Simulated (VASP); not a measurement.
# TaN (P-62m) in VASP: notebook, part 2 of 2

VASP 6.6.1. The steps go on from the part before.

### 3 Single point, r2SCAN+D3(BJ)

This run uses another cell than the first one, of 11.34 Å³/atom.

POSCAR reads:

```
TaN
1.0
    5.1960000000      0.0000000000      0.0000000000
   -2.5980000000      4.4998680000      0.0000000000
    0.0000000000      0.0000000000      2.9110000000
Ta N
3 3
Direct
    0.3333333333      0.6666666667      0.5000000000
    0.6666666667      0.3333333333      0.5000000000
    0.0000000000      0.0000000000      0.0000000000
    0.3928500000      0.0000000000      0.0000000000
    0.6071500000      0.6071500000      0.0000000000
    0.0000000000      0.3928500000      0.0000000000
```

INCAR.step1 reads:

```
SYSTEM = TaN
ALGO     = Normal         ! electronic algorithm
EDIFF    = 1E-4           ! SCF threshold, eV
ENCUT    = 520            ! plane-wave cutoff, eV
GGA      = PE             ! functional
ISMEAR   = -1             ! smearing method
LASPH    = .True.         ! aspherical terms in the spheres
LCHARG   = .False.        ! write CHGCAR
LREAL    = .False.        ! projectors in reciprocal space
LWAVE    = .True.         ! write WAVECAR
NBANDS   = 33             ! bands
NELM     = 60             ! most SCF steps
PREC     = Accurate       ! precision mode
SIGMA    = 0.1            ! smearing width, eV
```

INCAR.step2 reads:

```
SYSTEM = TaN
ALGO     = Normal         ! electronic algorithm
EDIFF    = 1E-6           ! SCF threshold, eV
ENCUT    = 520            ! plane-wave cutoff, eV
ISIF     = 2              ! what is computed and relaxed
ISMEAR   = -1             ! smearing method
ISTART   = 1            
IVDW     = 12             ! dispersion correction
LASPH    = .True.         ! aspherical terms in the spheres
LCHARG   = .True.         ! write CHGCAR
LELF     = .True.         ! ELF
LMIXTAU  = .True.       
LREAL    = .False.        ! projectors in reciprocal space
LVHAR    = .True.       
LWAVE    = .False.        ! write WAVECAR
METAGGA  = R2SCAN         ! meta-GGA
NBANDS   = 33             ! bands
NELM     = 60             ! most SCF steps
PREC     = Accurate       ! precision mode
SIGMA    = 0.1            ! smearing width, eV
VDW_A1   = 0.49484001   
VDW_A2   = 5.73083694   
VDW_S6   = 1.0          
VDW_S8   = 0.78981345
```

KPOINTS reads:

```
k-points
0
Gamma
  5 5 8
  0 0 0
```

Potentials or basis: VASP PAW PBE potentials, release 64 (Ta_pv, N).

Command:

```console
$ cat potpaw_PBE.64/Ta_pv/POTCAR potpaw_PBE.64/N/POTCAR > POTCAR
$ cp INCAR.step1 INCAR
$ mpirun -np 1 vasp_std > vasp.out
$ cp INCAR.step2 INCAR
$ mpirun -np 1 vasp_std > vasp.out
```

OUTCAR:

```text
SYSTEM = TaN
   EDIFF = 1E-6
   ENCUT = 520
   ISIF = 2
   ISMEAR = -1
   ISTART = 1
   IVDW = 12
   LASPH = .True.
   LREAL = .False.
   METAGGA = R2SCAN
   NELM = 60
   PREC = Accurate
 IVDW          = 12

 ion  position               nearest neighbor table
   1  0.333  0.667  0.500-   5 2.16   5 2.16   6 2.16   6 2.16   4 2.16   4 2.16   2 3.00   2 3.00
                             2 3.00   3 3.33   3 3.33   3 3.33   3 3.33   3 3.33   3 3.33
   2  0.667  0.333  0.500-   6 2.16   6 2.16   4 2.16   4 2.16   5 2.16   5 2.16   1 3.00   1 3.00
                             1 3.00   3 3.33   3 3.33   3 3.33   3 3.33   3 3.33   3 3.33
   3  0.000  0.000  0.000-   4 2.04   5 2.04   6 2.04   2 3.33   1 3.33   1 3.33   2 3.33   2 3.33
                             2 3.33   1 3.33   1 3.33   2 3.33   2 3.33   1 3.33   1 3.33
   4  0.393  0.000  0.000-   3 2.04   1 2.16   1 2.16   2 2.16   2 2.16
[... 1078 lines left out ...]
  in kB      -6.39463    -6.39463   -18.04204     0.00000     0.00000     0.00000
  external pressure =      -10.28 kB  Pullay stress =        0.00 kB

 VOLUME and BASIS-vectors are now :
 -----------------------------------------------------------------------------
  energy-cutoff  :      520.00
  volume of cell :       68.06
      direct lattice vectors                 reciprocal lattice vectors
     5.196000000  0.000000000  0.000000000     0.192455735  0.111114370  0.000000000
    -2.598000000  4.499868000  0.000000000     0.000000000  0.222228741  0.000000000
     0.000000000  0.000000000  2.911000000     0.000000000  0.000000000  0.343524562

 POSITION                                       TOTAL-FORCE (eV/Angst)
 -----------------------------------------------------------------------------------
     -0.00000      2.99991      1.45550         0.000000      0.000000      0.000000
      2.59800      1.49996      1.45550         0.000000      0.000000      0.000000
      0.00000      0.00000      0.00000         0.000000      0.000000      0.000000
      2.04125      0.00000      0.00000        -0.060007      0.000000     -0.000000
      1.57738      2.73209      0.00000         0.030004      0.051968      0.000000
     -1.02062      1.76777      0.00000         0.030004     -0.051968      0.000000
 -----------------------------------------------------------------------------------
    total drift:                                0.000003      0.000004      0.000000

  FREE ENERGIE OF THE ION-ELECTRON SYSTEM (eV)
  ---------------------------------------------------
  free  energy   TOTEN  =      -182.5657366192 eV

  energy  without entropy=     -182.5396071587  energy(sigma->0) =     -182.55267189
```

OSZICAR.step1:

```text
N       E                     dE             d eps       ncg     rms          rms(c)
DAV:   1     0.445015366443E+03    0.44502E+03   -0.26046E+04  1650   0.152E+03
DAV:   2    -0.480532851716E+02   -0.49307E+03   -0.46982E+03  1904   0.448E+02
DAV:   3    -0.768189746650E+02   -0.28766E+02   -0.28291E+02  2030   0.105E+02
DAV:   4    -0.773664370986E+02   -0.54746E+00   -0.54432E+00  2059   0.143E+01
DAV:   5    -0.773786312730E+02   -0.12194E-01   -0.12181E-01  2124   0.170E+00    0.436E+01
DAV:   6    -0.677087050240E+02    0.96699E+01   -0.48648E+01  2100   0.375E+01    0.181E+01
DAV:   7    -0.675536333099E+02    0.15507E+00   -0.23782E+00  2027   0.833E+00    0.108E+01
DAV:   8    -0.675049469363E+02    0.48686E-01   -0.41297E-01  2005   0.379E+00    0.111E+00
DAV:   9    -0.674852928368E+02    0.19654E-01   -0.53123E-02  2076   0.157E+00    0.394E-01
DAV:  10    -0.674847211854E+02    0.57165E-03   -0.13979E-02  2066   0.580E-01    0.202E-01
DAV:  11    -0.674845940754E+02    0.12711E-03   -0.27714E-03  2055   0.319E-01    0.525E-02
DAV:  12    -0.674845356642E+02    0.58411E-04   -0.28066E-04  1544   0.979E-02
   1 F= -.67484536E+02 E0= -.67471182E+02  d E =-.267066E-01
```

Run time: 2.6 min. Hardware: 1 thread of AMD EPYC 9R45 (Zen 5), shared host; peak memory 0.2 GiB.

What came out:

- Free energy: -182.5657 eV
- Pressure: -1.0 GPa
- Largest force: 0.060 eV/Å
- Band gap on the k mesh: zero (bands 24 and 25 overlap by 3.23 eV)
- Dispersion energy per atom: -0.209 eV

Forces on the atoms (eV/Å):
```
Ta   0.000  0.000  0.000
Ta   0.000  0.000  0.000
Ta   0.000  0.000  0.000
N   -0.060  0.000  0.000
N    0.030  0.052  0.000
N    0.030 -0.052  0.000
```

Levels at points of the mesh, in eV from the Fermi level:
| k point | band 20 | band 21 | band 22 | band 23 | band 24 | band 25 | band 26 | band 27 | band 28 | band 29 |
| --- | --- | --- | --- | --- | --- | --- | --- | --- | --- | --- |
| (0.00, 0.00, 0.00) | -5.41 | -4.73 | -3.72 | -2.12 | -1.09 | -1.09 | 0.59 | 0.59 | 1.80 | 1.93 |
| (0.00, 0.00, 0.50) | -4.92 | -4.75 | -3.15 | -3.15 | 1.84 | 1.88 | 1.88 | 2.29 | 2.29 | 3.28 |

Caveat: three body term missing; the PAW data sets were made with another functional, which shifts forces and pressure a little; spin-orbit coupling is left out, which moves the levels of the heavy elements.

### 4 Single point, r2SCAN+D3(BJ)

This run uses another cell than the first one, of 11.80 Å³/atom.

POSCAR: that of step 3 with these lines changed.

```diff
@@ -2,5 +2,5 @@
 1.0
-    5.1960000000      0.0000000000      0.0000000000
-   -2.5980000000      4.4998680000      0.0000000000
-    0.0000000000      0.0000000000      2.9110000000
+    5.2643762622      0.0000000000      0.0000000000
+   -2.6321881311      4.5590835801      0.0000000000
+    0.0000000000      0.0000000000      2.9493070245
 Ta N
```

INCAR.step1 reads:

```
SYSTEM = TaN
PREC = Accurate
ENCUT = 520
ISMEAR = -1
SIGMA = 0.1
LREAL = .FALSE.
LASPH = .TRUE.
NELM = 100
NBANDS = 33
GGA = PE
ALGO = Normal
EDIFF = 1E-4
LWAVE = .TRUE.
LCHARG = .FALSE.
```

INCAR.step2 reads:

```
SYSTEM = TaN
PREC = Accurate
ENCUT = 520
EDIFF = 1E-7
ISMEAR = -1
SIGMA = 0.1
LREAL = .FALSE.
LASPH = .TRUE.
NELM = 100
ALGO = Normal
ISIF = 2
LWAVE = .FALSE.
LCHARG = .FALSE.
METAGGA = R2SCAN
LMIXTAU = .TRUE.
IVDW = 12
VDW_S6 = 1.0
VDW_S8 = 0.78981345
VDW_A1 = 0.49484001
VDW_A2 = 5.73083694
NBANDS = 33
ISTART = 1
```

KPOINTS reads:

```
regular mesh
0
G
  5 5 8
  0 0 0
```

Command:

```console
$ cat potpaw_PBE.64/Ta_pv/POTCAR potpaw_PBE.64/N/POTCAR > POTCAR
$ cp INCAR.step1 INCAR
$ mpirun -np 1 vasp_std > vasp.out
$ cp INCAR.step2 INCAR
$ mpirun -np 1 vasp_std > vasp.out
```

Wall time 2.8 min (1 thread of AMD EPYC 9R45 (Zen 5), shared host); peak memory 0.2 GiB.

It converged, with:

- Free energy: -182.4448 eV
- Pressure: -13.1 GPa
- Largest force: 0.225 eV/Å
- Band gap on the k mesh: zero (bands 24 and 25 overlap by 3.10 eV)
- Dispersion energy per atom: -0.201 eV

Forces on the atoms (eV/Å):
```
Ta   0.000  0.000  0.000
Ta   0.000  0.000  0.000
Ta   0.000  0.000  0.000
N   -0.225  0.000  0.000
N    0.113  0.195  0.000
N    0.113 -0.195  0.000
```

Stress tensor (GPa, compression positive):
```
-12.57   0.00   0.00
  0.00 -12.57   0.00
  0.00   0.00 -14.29
```

Levels at points of the mesh, in eV from the Fermi level:
```tsv
k point	band 20	band 21	band 22	band 23	band 24	band 25	band 26	band 27	band 28	band 29
(0.00, 0.00, 0.00)	-5.21	-4.56	-3.62	-2.04	-1.03	-1.03	0.59	0.59	1.71	1.82
(0.00, 0.00, 0.50)	-4.75	-4.63	-3.01	-3.01	1.76	1.79	1.79	2.17	2.17	3.12
```

Caveat: three body term missing; the cell stands under tension; the PAW data sets were made with another functional, which shifts forces and pressure a little; spin-orbit coupling is left out, which moves the levels of the heavy elements.

### 5 The runs side by side

```tsv
cell	gap on the mesh (eV)	pressure (GPa)	largest force (eV/Å)
a = 5.126, b = 5.126, c = 2.872 Å, angles 90.0, 90.0, 120.0°, 6 atoms	none	13.9	0.13
a = 5.196, b = 5.196, c = 2.911 Å, angles 90.0, 90.0, 120.0°, 6 atoms	none	-1.0	0.06
a = 5.264, b = 5.264, c = 2.949 Å, angles 90.0, 90.0, 120.0°, 6 atoms	none	-13.1	0.23
```

Alike in all rows: task single point; level r2SCAN+D3(BJ); potentials or basis VASP PAW PBE potentials, release 64 (Ta_pv, N); no spin polarisation; k mesh 5 × 5 × 8; cutoff (eV) 520; smearing fermi-dirac 0.1 eV.

Caveats: three body term missing; the PAW data sets were made with another functional, which shifts forces and pressure a little; spin-orbit coupling is left out, which moves the levels of the heavy elements; the cell stands under pressure (at least some runs); the cell stands under tension (at least some runs).

Absolute energies hang on the potentials; compare differences alone.
